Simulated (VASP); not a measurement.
# Sc3B2P (P6/mmm) in VASP: a series of runs, part 2 of 2

VASP 6.6.1. The steps go on from the part before.

### 3 Relaxation of cell and atoms, PBE

This run uses another cell than the first one, of 17.79 Å³/atom.

File INCAR:

```
ALGO     = Fast           # electronic algorithm
EDIFF    = 1E-7           # SCF threshold, eV
EDIFFG   = -0.01          # ionic threshold
ENCUT    = 600            # plane-wave cutoff, eV
GGA      = PE             # functional
IBRION   = 2              # ionic algorithm
ISIF     = 3              # what is computed and relaxed
ISMEAR   = 0              # smearing method
LASPH    = T              # aspherical terms in the spheres
LCHARG   = F              # write CHGCAR
LREAL    = F              # projectors in reciprocal space
LWAVE    = F              # write WAVECAR
NELM     = 80             # most SCF steps
NSW      = 100            # ionic steps
PREC     = Accurate       # precision mode
SIGMA    = 0.1            # smearing width, eV
```

File KPOINTS:

```
k-points
0
Gamma
  6 6 12
```

File POSCAR:

```
Sc3B2P
1.0
    6.4328761072      0.0000000000      0.0000000000
   -3.2164380536      5.5710341283      0.0000000000
    0.0000000000      0.0000000000      2.9783008549
Sc B P
3 2 1
Direct
    0.5000000000      0.0000000000      0.5000000000
    0.5000000000      0.5000000000      0.5000000000
    0.0000000000      0.5000000000      0.5000000000
    0.6666666667      0.3333333333      0.0000000000
    0.3333333333      0.6666666667      0.0000000000
    0.0000000000      0.0000000000      0.0000000000
```

Potentials or basis: VASP PAW PBE potentials, release 64 (Sc_sv, B, P).

Command:

```sh
$ cat potpaw_PBE.64/Sc_sv/POTCAR potpaw_PBE.64/B/POTCAR potpaw_PBE.64/P/POTCAR > POTCAR
$ mpirun -np 1 vasp_std > vasp.out
```

OUTCAR:

```text
EDIFF = 1E-7
   EDIFFG = -0.01
   ENCUT = 600
   GGA = PE
   IBRION = 2
   ISIF = 3
   ISMEAR = 0
   LASPH = T
   LREAL = F
   NELM = 80
   NSW = 100
   PREC = Accurate

 ion  position               nearest neighbor table
   1  0.500  0.000  0.500-   4 2.38   5 2.38   4 2.38   5 2.38   2 3.22   3 3.22   2 3.22   3 3.22

   2  0.500  0.500  0.500-   4 2.38   5 2.38   4 2.38   5 2.38   3 3.22   3 3.22   1 3.22   1 3.22

   3  0.000  0.500  0.500-   4 2.38   5 2.38   4 2.38   5 2.38   2 3.22   2 3.22   1 3.22   1 3.22

   4  0.667  0.333  0.000-   3 2.38   3 2.38   1 2.38   1 2.38   2 2.38   2 2.38
   5  0.333  0.667  0.000-   3 2.38   3 2.38   1 2.38   1 2.38   2 2.38   2 2.38
   6  0.000  0.000  0.000-

  LATTYP: Found a hexagonal cell.
 ALAT       =     6.4328761072
 C/A-ratio  =     0.4629812241

  Lattice vectors:

 A1 = (   6.4328761072,   0.0000000000,   0.0000000000)
 A2 = (  -3.2164380536,   5.5710341283,   0.0000000000)
 A3 = (   0.0000000000,   0.0000000000,   2.9783008549)

Analysis of symmetry for initial positions (statically):
=====================================================================
 Subroutine PRICEL returns:
 Original cell was already a primitive cell.

 Routine SETGRP: Setting up the symmetry group for a
 hexagonal supercell.

 Subroutine GETGRP returns: Found 24 space group operations
[... 180 lines left out ...]
  FORCE on cell =-STRESS in cart. coord.  units (eV):
  Direction    XX          YY          ZZ          XY          YZ          ZX
  --------------------------------------------------------------------------------------
  -------------------------------------------------------------------------------------
  Total       -0.1592858     -0.1592858      1.6925685      0.0000000     -0.0000000      0.0000000
  in kB       -2.3909917     -2.3909917     25.4066423      0.0000000     -0.0000000      0.0000000
  external PRESSURE =       6.8748863 kB  Pullay stress =       0.0000000 kB
[... 227 lines left out ...]
--------------------------------------- Ionic step        7  -------------------------------------------

 number of electron      44.0000012 magnetization

 Free energy of the ion-electron system (eV)
  ---------------------------------------------------
  ext. energy  EPLUGINS =         0.00000000
  ---------------------------------------------------
  free energy    TOTEN  =       -36.73775690 eV

  energy without entropy =      -36.71460773  energy(sigma->0) =      -36.72618232

 E-fermi :   4.0888     XC(G=0): -10.1353

 val. band max:        4.0838913556   @ k =   0.3333   0.1667   0.3333
 cond. band min:       4.0995892540   @ k =   0.0000   0.0000   0.0000
 fundamental gap:      0.0156978983
 Fermi energy:         4.0888370381

 k-point     1 :       0.0000    0.0000    0.0000
  band No.  band energies     occupation
      1     -44.9457      2.00000
      2     -44.9033      2.00000
      3     -44.9033      2.00000
      4     -23.8180      2.00000
      5     -23.8180      2.00000
      6     -23.7250      2.00000
[... 685 lines left out ...]
     25       5.4606      0.00000
     26       5.7827      0.00000

 [... further k-points ...]
[... 5 lines left out ...]
  --------------------------------------------------------------------------------------
  -------------------------------------------------------------------------------------
  Total        0.0002935      0.0002935      0.0088424      0.0000000     -0.0000000      0.0000000
  in kB        0.0043868      0.0043868      0.1321744      0.0000000     -0.0000000      0.0000000
  external PRESSURE =       0.0469826 kB  Pullay stress =       0.0000000 kB
[... 21 lines left out ...]
  FREE ENERGIE OF THE ION-ELECTRON SYSTEM (eV)
  ---------------------------------------------------
  free  energy   TOTEN  =       -36.7377569040 eV

  energy  without entropy=      -36.7146077311  energy(sigma->0) =      -36.72618232

 reached required accuracy - stopping structural energy minimisation
```

Wall time 28 min (1 thread of Oxide Virtual Turin-like, shared host); peak memory 0.34 GiB.

What came out:

```
Free energy                           : -36.7378 eV
Relaxed volume                        : 17.86 Å³/atom
Relaxed cell                          : a = 6.385 Å, b = 6.385 Å, c = 3.036 Å, α = 90.00°, β = 90.00°, γ = 120.00°
Space group after relaxing (to 0.1 Å) : P6/mmm (No. 191)
Energy gained by relaxing             : 2.7 meV/atom
Ionic steps                           : 7
Pressure after relaxing               : 0.0 GPa
Band gap on the k mesh                : zero (bands 22 and 23 overlap by 1.23 eV)
```

Step by step:
```tsv
step	energy change (eV)	largest force (eV/Å)	pressure (GPa)	volume (Å³)
1	0.0000	0.0000	0.69	106.74
2	-0.0131	0.0000	-0.41	107.91
3	-0.0134	0.0000	-0.59	108.10
4	-0.0163	0.0000	-0.05	107.29
5	-0.0164	0.0000	0.06	107.13
6	-0.0164	0.0000	0.07	107.12
7	-0.0164	0.0000	0.00	107.18
```

Final structure:
```
Sc B P
1.0
     6.38477    0.00000    0.00000
    -3.19239    5.52937    0.00000
     0.00000    0.00000    3.03607
Sc B P
3 2 1
Direct
  0.50000 0.00000 0.50000
  0.50000 0.50000 0.50000
  0.00000 0.50000 0.50000
  0.66667 0.33333 0.00000
  0.33333 0.66667 0.00000
  0.00000 0.00000 0.00000
```

The gap in the log of VASP goes by the Fermi energy; the results here count the filled bands.